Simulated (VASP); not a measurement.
# InP (eos) (F-43m) in VASP: notebook

Runs on InP (eos). Level: LDA. Tasks: single point, relaxation of cell and atoms.

Everything below comes from runs of VASP 6.6.1. Logs are shortened: lines on timing, memory, paths and dates and some standing lists are left out, and cuts for length are marked.

**1. The cell of the first run**

The structure is cubic, space group F-43m (No. 216). Conventional cell: a = 5.997 Å, b = 5.997 Å, c = 5.997 Å, α = 90.00°, β = 90.00°, γ = 90.00°. Within 3.4 Å of In (site symmetry -43m) lie 4 P at 2.60 Å. P (site symmetry -43m) has 4 In at 2.60 Å within 3.4 Å.

**2. Single point, LDA (volume scaled by 1.09)**

The input, INCAR:

```
SYSTEM = InP
PREC = Accurate
ENCUT = 520
EDIFF = 1E-6
ISMEAR = 0
SIGMA = 0.02
LREAL = .False.
LASPH = .True.
NELM = 100
ALGO = Normal
ISIF = 2
LWAVE = .False.
LCHARG = .True.
GGA = CA
LELF = .True.
LVHAR = .True.
NBANDS = 16
```

The input, KPOINTS:

```
regular mesh
0
Gamma
  10 10 10
  0 0 0
```

The input, POSCAR:

```
InP
1.0
    0.0000000000      2.9983415538      2.9983415538
    2.9983415538      0.0000000000      2.9983415538
    2.9983415538      2.9983415538      0.0000000000
In P
1 1
Direct
    0.0000000000      0.0000000000      0.0000000000
    0.7500000000      0.7500000000      0.7500000000
```

Potentials or basis: VASP PAW LDA potentials, release 64 (In_d, P).

Launch:

```
$ cat potpaw_LDA.64/In_d/POTCAR potpaw_LDA.64/P/POTCAR > POTCAR
$ mpirun -np 1 vasp_std > vasp.out
```

OUTCAR:

```text
SYSTEM = InP
   PREC = Accurate
   ENCUT = 520
   EDIFF = 1E-6
   ISMEAR = 0
   LREAL = .False.
   LASPH = .True.
   NELM = 100
   ISIF = 2
   GGA = CA

 ion  position               nearest neighbor table
   1  0.000  0.000  0.000-   2 2.60   2 2.60   2 2.60   2 2.60
   2  0.750  0.750  0.750-   1 2.60   1 2.60   1 2.60   1 2.60

  LATTYP: Found a face centered cubic cell.
 ALAT       =     5.9966831076

  Lattice vectors:

 A1 = (   0.0000000000,   2.9983415538,   2.9983415538)
 A2 = (   2.9983415538,   0.0000000000,   2.9983415538)
 A3 = (   2.9983415538,   2.9983415538,   0.0000000000)

Analysis of symmetry for initial positions (statically):
=====================================================================
 Subroutine PRICEL returns:
 Original cell was already a primitive cell.

 Routine SETGRP: Setting up the symmetry group for a
 face centered cubic supercell.

 Subroutine GETGRP returns: Found 24 space group operations
 (whereof 24 operations were pure point group operations)
 out of a pool of 48 trial point group operations.

The static configuration has the point symmetry T_d .

Analysis of symmetry for dynamics (positions and initial velocities):
=====================================================================
 Subroutine PRICEL returns:
 Original cell was already a primitive cell.

 Routine SETGRP: Setting up the symmetry group for a
 face centered cubic supercell.

 Subroutine GETGRP returns: Found 24 space group operations
 (whereof 24 operations were pure point group operations)
 out of a pool of 48 trial point group operations.

The dynamic configuration has the point symmetry T_d .

 Subroutine INISYM returns: Found 24 space group operations
 (whereof 24 operations are pure point group operations),
 and found     1 'primitive' translations

----------------------------------------------------------------------------------------

                                     Primitive cell

  volume of cell :      53.9105

  direct lattice vectors                    reciprocal lattice vectors
     0.000000000  2.998341554  2.998341554    -0.166758854  0.166758854  0.166758854
     2.998341554  0.000000000  2.998341554     0.166758854 -0.166758854  0.166758854
     2.998341554  2.998341554  0.000000000     0.166758854  0.166758854 -0.166758854

  length of vectors
     4.240295290  4.240295290  4.240295290     0.288834807  0.288834807  0.288834807

  position of ions in fractional coordinates (direct lattice)
     0.000000000  0.000000000  0.000000000
     0.750000000  0.750000000  0.750000000

  ion indices of the primitive-cell ions
   primitive index   ion index
                 1           1
                 2           2

----------------------------------------------------------------------------------------

 KPOINTS: regular mesh

Automatic generation of k-mesh.
 Grid dimensions read from file:
 generate k-points for:   10   10   10

 Generating k-lattice:

  Cartesian coordinates                     Fractional coordinates (reciprocal lattice)
    -0.016675885  0.016675885  0.016675885     0.100000000  0.000000000  0.000000000
     0.016675885 -0.016675885  0.016675885     0.000000000  0.100000000  0.000000000
     0.016675885  0.016675885 -0.016675885     0.000000000  0.000000000  0.100000000

  Length of vectors
     0.028883481  0.028883481  0.028883481

  Shift w.r.t. Gamma in fractional coordinates (k-lattice)
     0.000000000  0.000000000  0.000000000

 Subroutine IBZKPT returns following result:
 ===========================================

 Found     47 irreducible k-points:

 Following reciprocal coordinates:
            Coordinates               Weight
  0.000000  0.000000  0.000000      1.000000
  0.100000  0.000000  0.000000      8.000000
  0.200000  0.000000  0.000000      8.000000
  0.300000  0.000000  0.000000      8.000000
  0.400000  0.000000  0.000000      8.000000
  0.500000  0.000000  0.000000      4.000000
[... 16 lines left out ...]
  0.300000  0.300000  0.000000      6.000000
  0.400000  0.300000  0.000000     24.000000
 [... further k-points ...]
   k-points           NKPTS =     47   k-points in BZ     NKDIM =     47   number of bands    NBANDS=     16
   number of dos      NEDOS =    301   number of ions     NIONS =      2
   total plane-waves  NPLWV =  32768
   dimension x,y,z NGX =    32 NGY =   32 NGZ =   32
   dimension x,y,z NGXF=    64 NGYF=   64 NGZF=   64
   ions per type =               1   1
   NGX,Y,Z   is equivalent  to a cutoff of  12.55, 12.55, 12.55 a.u.
   NGXF,Y,Z  is equivalent  to a cutoff of  25.09, 25.09, 25.09 a.u.
 SYSTEM =  InP
   PREC   = accura    normal or accurate (medium, high low for compatibility)
   ISTART =      0    job   : 0-new  1-cont  2-samecut
   ICHARG =      2    charge: 1-file 2-atom 10-const
   ISPIN  =      1    spin polarized calculation?
   LNONCOLLINEAR =      F non collinear calculations
   LSORBIT =      F    spin-orbit coupling
   LASPH  =      T    aspherical Exc in radial PAW
   ENCUT  =  520.0 eV  38.22 Ry    6.18 a.u.   7.88  7.88  7.88*2*pi/ulx,y,z
   NELM   =    100;   NELMIN=  2; NELMDL= -5     # of ELM steps
   EDIFF  = 0.1E-05   stopping-criterion for ELM
   LREAL  =      F    real-space projection
   EDIFFG = 0.1E-04   stopping-criterion for IOM
   NSW    =      0    number of steps for IOM
   IBRION =     -1    ionic relax: 0-MD 1-quasi-New 2-CG
   NFREE  =      0    steps in history (QN), initial steepest desc. (CG)
   ISIF   =      2    stress and relaxation
   ISYM   =      2    0-nonsym 1-usesym 2-fastsym
   POTIM  = 0.5000    time-step for ionic-motion
   TEBEG  =    0.0;   TEEND  =   0.0 temperature during run
   PSTRESS=    0.0 pullay stress
   NELECT =      18.0000    total number of electrons
   NUPDOWN=      -1.0000    fix difference up-down
   EMIN   =  10.00;   EMAX   =-10.00  energy-range for DOS
   EFERMI =   0.00;   METHOD = LEGACY
   ISMEAR =     0;   SIGMA  =   0.02  broadening in eV -4-tet -1-fermi 0-gaus
   EFERMI_NEDOS =   21; number of points for ismear=-14 and -15
   IALGO  =     38    algorithm
   IMIX   =      4    mixing-type and parameters
     AMIX     =   0.40;   BMIX     =  1.00
     AMIX_MAG =   1.60;   BMIX_MAG =  1.00
  volume/ion in A,a.u.               =      26.96       181.90
  Fermi-wavevector in a.u.,A,eV,Ry     =   1.135729  2.146216 17.549876  1.289879
  Thomas-Fermi vector in A             =   2.272433
   LORBIT       =      0    0 simple, 1 ext, 2 COOP (PROOUT), +10 PAW based schemes
   GGA     = CA    functional components
   LHFCALC =     F    Hartree Fock is set to
   AEXX    =    0.0000 exact exchange contribution
   IVDW    =     0    specifies the selected vdW correction
   LEPSILON=     F    determine dielectric tensor
   LRPA    =     F    only Hartree local field effects (RPA)
 non-spin polarized calculation
 Gauss-broadening in eV      SIGMA  =   0.02
  energy-cutoff  :      520.00
  volume of cell :       53.91
 maximum number of plane-waves:      1470
   NGX = 15   NGY = 15   NGZ = 15

 number of electron      17.9999998 magnetization

 Free energy of the ion-electron system (eV)
  ---------------------------------------------------
  ext. energy  EPLUGINS =         0.00000000
  ---------------------------------------------------
  free energy    TOTEN  =        -9.60038859 eV

  energy without entropy =       -9.60038859  energy(sigma->0) =       -9.60038859

 E-fermi :   4.3498     XC(G=0):  -9.3189

 val. band max:        4.2789936698   @ k =   0.0000   0.0000   0.0000
 cond. band min:       4.4177467712   @ k =   0.0000   0.0000   0.0000
 fundamental gap:      0.1387531014
 Fermi energy:         4.3498346583

 k-point     1 :       0.0000    0.0000    0.0000
  band No.  band energies     occupation
      1      -9.7795      2.00000
      2      -9.7795      2.00000
      3      -9.7795      2.00000
      4      -9.6559      2.00000
      5      -9.6559      2.00000
      6      -6.8163      2.00000
[... 8 lines left out ...]
     15      13.6134      0.00000
     16      13.6134      0.00000

 k-point     2 :       0.1000    0.0000    0.0000
  band No.  band energies     occupation
      1      -9.7885      2.00000
      2      -9.7755      2.00000
      3      -9.7755      2.00000
      4      -9.6558      2.00000
      5      -9.6558      2.00000
      6      -6.7126      2.00000
[... 8 lines left out ...]
     15      13.1174      0.00000
     16      13.1174      0.00000

 k-point     3 :       0.2000    0.0000    0.0000
  band No.  band energies     occupation
      1      -9.8118      2.00000
      2      -9.7660      2.00000
      3      -9.7660      2.00000
      4      -9.6550      2.00000
      5      -9.6550      2.00000
      6      -6.4147      2.00000
[... 8 lines left out ...]
     15      12.7021      0.00000
     16      13.2193      0.00000

 k-point     4 :       0.3000    0.0000    0.0000
  band No.  band energies     occupation
      1      -9.8395      2.00000
      2      -9.7561      2.00000
      3      -9.7561      2.00000
      4      -9.6519      2.00000
      5      -9.6519      2.00000
      6      -5.9709      2.00000
[... 8 lines left out ...]
     15      12.9570      0.00000
     16      12.9570      0.00000
[... 324 lines left out ...]
 k-point    22 :      -0.2000    0.2000    0.0000
  band No.  band energies     occupation
      1      -9.8478      2.00000
      2      -9.7497      2.00000
      3      -9.7484      2.00000
      4      -9.6595      2.00000
      5      -9.6491      2.00000
      6      -5.8193      2.00000
[... 8 lines left out ...]
     15      14.1230      0.00000
     16      15.0518      0.00000

 k-point    23 :       0.3000    0.3000    0.0000
  band No.  band energies     occupation
      1      -9.8800      2.00000
      2      -9.7258      2.00000
      3      -9.7258      2.00000
      4      -9.6802      2.00000
      5      -9.6375      2.00000
      6      -5.6839      2.00000
[... 8 lines left out ...]
     15      14.3850      0.00000
     16      16.4911      0.00000

 k-point    24 :       0.4000    0.3000    0.0000
  band No.  band energies     occupation
      1      -9.8956      2.00000
      2      -9.7184      2.00000
      3      -9.7158      2.00000
      4      -9.6830      2.00000
      5      -9.6346      2.00000
      6      -5.3095      2.00000
[... 8 lines left out ...]
     15      14.7756      0.00000
     16      16.4180      0.00000

 [... further k-points ...]

------------------------ aborting loop because EDIFF is reached ----------------------------------------

  FORCE on cell =-STRESS in cart. coord.  units (eV):
  Direction    XX          YY          ZZ          XY          YZ          ZX
  --------------------------------------------------------------------------------------
  -------------------------------------------------------------------------------------
  Total       -1.6882776     -1.6882776     -1.6882776      0.0000000      0.0000000     -0.0000000
  in kB      -50.1742780    -50.1742780    -50.1742780      0.0000000      0.0000000     -0.0000000
  external PRESSURE =     -50.1742780 kB  Pullay stress =       0.0000000 kB

 VOLUME and BASIS-vectors are now :
 -----------------------------------------------------------------------------
  energy-cutoff  :      520.00
  volume of cell :       53.91
      direct lattice vectors                 reciprocal lattice vectors
     0.000000000  2.998341554  2.998341554    -0.166758854  0.166758854  0.166758854
     2.998341554  0.000000000  2.998341554     0.166758854 -0.166758854  0.166758854
     2.998341554  2.998341554  0.000000000     0.166758854  0.166758854 -0.166758854

 POSITION                                       TOTAL-FORCE (eV/Angst)
 -----------------------------------------------------------------------------------
      0.00000      0.00000      0.00000        -0.000000     -0.000000     -0.000000
      4.49751      4.49751      4.49751         0.000000      0.000000      0.000000
 -----------------------------------------------------------------------------------
    total drift:                                0.000000      0.000000      0.000000

  FREE ENERGIE OF THE ION-ELECTRON SYSTEM (eV)
  ---------------------------------------------------
  free  energy   TOTEN  =        -9.6003885888 eV

  energy  without entropy=       -9.6003885886  energy(sigma->0) =       -9.60038859
```

Run time: 31 s. Hardware: 1 thread of Intel Xeon 8259CL, shared host; peak memory 0.17 GiB.

What came out:

```
Free energy            : -9.6004 eV
Pressure               : -5.0 GPa
Band gap on the k mesh : 0.14 eV, direct
```

Caveat: the cell differs from its parent crystal (volume scaled by 1.09); spin-orbit coupling is left out, which moves the levels of the heavy elements.

**3. Relaxation of cell and atoms, LDA**

This run uses another cell than the first one, of 25.72 Å³/atom, 0.954 times its volume.

The input, INCAR:

```
SYSTEM = InP
PREC = Accurate
ENCUT = 600
EDIFF = 1E-6
ISMEAR = 0
SIGMA = 0.02
LREAL = .False.
LASPH = .True.
NELM = 60
ALGO = Normal
ISIF = 3
LWAVE = .False.
LCHARG = .False.
GGA = CA
IBRION = 2
NSW = 100
EDIFFG = -0.002
```

The input, KPOINTS:

```
Automatic mesh
0
Gamma
  10 10 10
  0 0 0
```

The input, POSCAR:

```
InP
1.0
    0.0000000000      2.9519763900      2.9519763900
    2.9519763900      0.0000000000      2.9519763900
    2.9519763900      2.9519763900      0.0000000000
In P
1 1
Direct
    0.0000000000      0.0000000000      0.0000000000
    0.7500000000      0.7500000000      0.7500000000
```

Potentials or basis: VASP PAW LDA potentials, release 64 (In_d, P).

Launch:

```
$ cat potpaw_LDA.64/In_d/POTCAR potpaw_LDA.64/P/POTCAR > POTCAR
$ mpirun -np 1 vasp_std > vasp.out
```

OUTCAR:

```text
SYSTEM = InP
   PREC = Accurate
   ENCUT = 600
   EDIFF = 1E-6
   ISMEAR = 0
   LREAL = .False.
   LASPH = .True.
   NELM = 60
   ISIF = 3
   GGA = CA
   IBRION = 2
   NSW = 100
   EDIFFG = -0.002

 ion  position               nearest neighbor table
   1  0.000  0.000  0.000-   2 2.56   2 2.56   2 2.56   2 2.56
   2  0.750  0.750  0.750-   1 2.56   1 2.56   1 2.56   1 2.56

  LATTYP: Found a face centered cubic cell.
 ALAT       =     5.9039527800

  Lattice vectors:

 A1 = (   0.0000000000,   2.9519763900,   2.9519763900)
 A2 = (   2.9519763900,   0.0000000000,   2.9519763900)
 A3 = (   2.9519763900,   2.9519763900,   0.0000000000)

Analysis of symmetry for initial positions (statically):
[... 376 lines left out ...]
      3      -9.0276      2.00000
      4      -8.8640      2.00000
      5      -8.8640      2.00000
      6      -6.4674      2.00000
      7       5.1939      2.00000
      8       5.1939      2.00000
      9       5.1939      2.00000
     10       5.7952      0.00000
     11       9.1569      0.00000
     12       9.1569      0.00000
     13       9.1569      0.00000
[... 354 lines left out ...]
  band No.  band energies     occupation
      1      -9.1856      2.00000
      2      -8.9457      2.00000
      3      -8.9419      2.00000
      4      -8.9030      2.00000
      5      -8.8353      2.00000
      6      -4.7276      2.00000
      7       0.3322      2.00000
      8       2.9070      2.00000
      9       3.1895      2.00000
     10       7.2769      0.00000
     11       8.1186      0.00000
     12      11.9617      0.00000
     13      12.6406      0.00000

 [... further k-points ...]

------------------------ aborting loop because EDIFF is reached ----------------------------------------

  FORCE on cell =-STRESS in cart. coord.  units (eV):
  Direction    XX          YY          ZZ          XY          YZ          ZX
  --------------------------------------------------------------------------------------
  -------------------------------------------------------------------------------------
  Total        0.0023739      0.0023739      0.0023739      0.0000000      0.0000000      0.0000000
  in kB        0.0768350      0.0768350      0.0768350      0.0000000      0.0000000      0.0000000
  external PRESSURE =       0.0768350 kB  Pullay stress =       0.0000000 kB
[... 17 lines left out ...]
  FREE ENERGIE OF THE ION-ELECTRON SYSTEM (eV)
  ---------------------------------------------------
  free  energy   TOTEN  =        -9.6744720455 eV

  energy  without entropy=       -9.6744720455  energy(sigma->0) =       -9.67447205

 reached required accuracy - stopping structural energy minimisation
```

OSZICAR:

```text
N       E                     dE             d eps       ncg     rms          rms(c)
DAV:   1     0.118787090680E+03    0.11879E+03   -0.92901E+03  1227   0.170E+03
DAV:   2    -0.763699605935E+00   -0.11955E+03   -0.11545E+03  1272   0.353E+02
DAV:   3    -0.980903032988E+01   -0.90453E+01   -0.89767E+01  1547   0.976E+01
[... 43 lines left out ...]
       N       E                     dE             d eps       ncg     rms          rms(c)
DAV:   1    -0.967451200244E+01   -0.40769E-04   -0.10237E-03  1562   0.733E-01    0.465E-02
DAV:   2    -0.967447739154E+01    0.34611E-04   -0.77785E-05  1567   0.232E-01    0.154E-02
DAV:   3    -0.967447207889E+01    0.53127E-05   -0.17106E-05  1407   0.991E-02    0.802E-03
DAV:   4    -0.967447204553E+01    0.33357E-07   -0.72153E-07   666   0.969E-03
   6 F= -.96744720E+01 E0= -.96744720E+01  d E =-.484388E-05
```

It took 2.2 min on 1 thread of Intel Xeon 8259CL, shared host; peak memory 0.21 GiB.

What came out:

```
Free energy                            : -9.6745 eV
Relaxed volume                         : 24.75 Å³/atom
Relaxed cell                           : a = 4.121 Å, b = 4.121 Å, c = 4.121 Å, α = 60.00°, β = 60.00°, γ = 60.00°
Space group after relaxing (to 0.05 Å) : F-43m (No. 216)
Energy gained by relaxing              : 7.9 meV/atom
Ionic steps                            : 6
Pressure after relaxing                : 0.0 GPa
Band gap on the k mesh                 : 0.60 eV, direct
```

The path:
```csv
step,energy change (eV),largest force (eV/Å),pressure (GPa),volume (Å³)
1,0.0000,0.0000,-2.52,51.45
2,-0.0110,0.0000,1.57,48.49
3,-0.0158,0.0000,-0.02,49.51
4,-0.0158,0.0000,0.05,49.47
5,-0.0158,0.0000,-0.04,49.53
6,-0.0158,0.0000,0.01,49.50
```

Final structure:
```
CELL_PARAMETERS angstrom
0.00000 2.91425 2.91425
2.91425 0.00000 2.91425
2.91425 2.91425 0.00000
ATOMIC_POSITIONS crystal
In 0.00000 0.00000 0.00000
P 0.75000 0.75000 0.75000
```

Caveat: spin-orbit coupling is left out, which moves the levels of the heavy elements.
